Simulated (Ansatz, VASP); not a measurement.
One calculation of SnO2, two programs

The input INCAR:

```
ALGO     = Normal         # electronic algorithm
EDIFF    = 1E-6           # SCF threshold, eV
ENCUT    = 600            # plane-wave cutoff, eV
GGA      = PE             # functional
GGA_COMPAT= False        
ISIF     = 2              # what is computed and relaxed
ISMEAR   = 0              # smearing method
LASPH    = True           # aspherical terms in the spheres
LCHARG   = True           # write CHGCAR
LELF     = True           # ELF
LREAL    = False          # projectors in reciprocal space
LVHAR    = True         
LWAVE    = False          # write WAVECAR
NBANDS   = 64             # bands
NELM     = 120            # most SCF steps
PREC     = Accurate       # precision mode
SIGMA    = 0.02           # smearing width, eV
```

The input KPOINTS:

```
k-points
0
Gamma
  6 6 6
```

POSCAR

```
SnO2
1.0
    4.6657539658      0.0000000000      0.0000000000
    0.0000000000      5.5976943907      0.0000000000
    0.0000000000      0.0000000000      5.1404253430
Sn O
4 8
Direct
    0.5000000000      0.6732644759      0.7500000000
    0.0000000000      0.8267355241      0.2500000000
    0.5000000000      0.3267355241      0.2500000000
    0.0000000000      0.1732644759      0.7500000000
    0.7369029523      0.5968898163      0.0730899514
    0.2369029523      0.9031101837      0.9269100486
    0.7630970477      0.9031101837      0.5730899514
    0.2630970477      0.5968898163      0.4269100486
    0.7369029523      0.4031101837      0.5730899514
    0.2369029523      0.0968898163      0.4269100486
    0.7630970477      0.0968898163      0.0730899514
    0.2630970477      0.4031101837      0.9269100486
```

Input for Ansatz:

```yaml
crystal:
  lattice:
    - [4.6657539658, 0.0, 0.0]
    - [0.0, 5.5976943907, 0.0]
    - [0.0, 0.0, 5.140425343]
  atoms:
    - { symbol: Sn, position: [0.5, 0.6732644759, 0.75] }
    - { symbol: Sn, position: [0.0, 0.8267355241, 0.25] }
    - { symbol: Sn, position: [0.5, 0.3267355241, 0.25] }
    - { symbol: Sn, position: [0.0, 0.1732644759, 0.75] }
    - { symbol: O, position: [0.7369029523, 0.5968898163, 0.0730899514] }
    - { symbol: O, position: [0.2369029523, 0.9031101837, 0.9269100486] }
    - { symbol: O, position: [0.7630970477, 0.9031101837, 0.5730899514] }
    - { symbol: O, position: [0.2630970477, 0.5968898163, 0.4269100486] }
    - { symbol: O, position: [0.7369029523, 0.4031101837, 0.5730899514] }
    - { symbol: O, position: [0.2369029523, 0.0968898163, 0.4269100486] }
    - { symbol: O, position: [0.7630970477, 0.0968898163, 0.0730899514] }
    - { symbol: O, position: [0.2630970477, 0.4031101837, 0.9269100486] }
basis:
  ecutwfc: 420
kpoints:
  mp_grid: { grid: [6, 6, 6] }
  band_path: { path: [VBM, CBM], npoints: 2 }
hamiltonian:
  xc: pbe
scf:
  occupations: { method: gaussian, width: 0.02 }
output:
  forces: true
  stress: true
  eigenvalues: true
checkpoint:
  read: start.run
  write: ck
  compress: false
  write_wavefunctions: false
  write_every: 100000
```

Alike in both runs: task single point; functional PBE; k mesh 6 × 6 × 6; occupations gaussian, width 0.02 eV; no spin polarisation.

|  | VASP | Ansatz |
| --- | --- | --- |
| version | VASP 6.6.1 | Ansatz 0.2.0 |
| potentials or method | VASP PAW PBE potentials, release 64 (Sn_d, O), cutoff 600 eV | scalar-relativistic, plane waves, PAW |
| valence electrons in the cell | 104 | 104 |

```tsv
	VASP	Ansatz	Ansatz less VASP
gap on the k mesh at the Fermi level (eV)	1.96	1.97	+0.009
least direct gap on the mesh (eV)	1.96	1.97	+0.009
pressure (GPa)	20.6	20.0	-0.56
traceless stress, the component that is largest in VASP (GPa)	-0.12	-0.07	+0.050
rms of the force components (eV/Å)	0.012	0.003	-0.0090
```

Atom by atom the forces differ by 0.010 eV/Å (rms over components).
